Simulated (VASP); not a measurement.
Write the native input for VASP 6.6.1 that does the following.

| Item | Value |
| --- | --- |
| Task | single point |
| Functional | PBE |
| Potentials or basis | VASP PAW PBE potentials, release 64 (Na_pv, Ti_sv) |
| Cutoff | 520 eV |
| k mesh | 6 × 6 × 6 |
| Occupations | gaussian, width 0.1 eV |
| Spin | no spin polarisation |
| Dipole correction | no |
| Further INCAR settings | ALGO = Fast; EDIFF = 1e-06; NBANDS = 22 |

The structure of NaTi2 lies in POSCAR:

```
NaTi2
1.0
    5.1618703581      0.0000000000      0.0000000000
   -2.5809351790      4.4703108611      0.0000000000
    0.0000000000      0.0000000000      2.6157921271
Na Ti
1 2
Direct
    0.0000000000      0.0000000000      0.0000000000
    0.3333333333      0.6666666667      0.5000000000
    0.6666666667      0.3333333333      0.5000000000
```

The input as run:

INCAR

```
SYSTEM = NaTi2
PREC = Accurate ; ENCUT = 520
EDIFF = 1E-6 ; ISMEAR = 0
SIGMA = 0.1 ; LREAL = .False.
LASPH = .True. ; NELM = 80
ALGO = Fast ; ISIF = 2
LWAVE = .False. ; LCHARG = .True.
GGA = PE ; LELF = .True.
LVHAR = .True. ; NBANDS = 22
```

KPOINTS

```
regular mesh
0
Gamma
  6 6 6
  0 0 0
```

Potentials or basis: VASP PAW PBE potentials, release 64 (Na_pv, Ti_sv).

The run is started by

```bash
$ cat potpaw_PBE.64/Na_pv/POTCAR potpaw_PBE.64/Ti_sv/POTCAR > POTCAR
$ mpirun -np 1 vasp_std > vasp.out
```

Results of the run:

```
Pressure               : 0.0 GPa
Band gap on the k mesh : zero (an odd number of electrons rules out a gap without spin polarisation)
```

Caveat: the k points lie up to 0.40 Å⁻¹ apart, too coarse for converged energies and pressures of a metal.

Wall time 2.3 min on 1 thread of Intel Xeon 8259CL (shared host), peak memory 0.19 GiB.
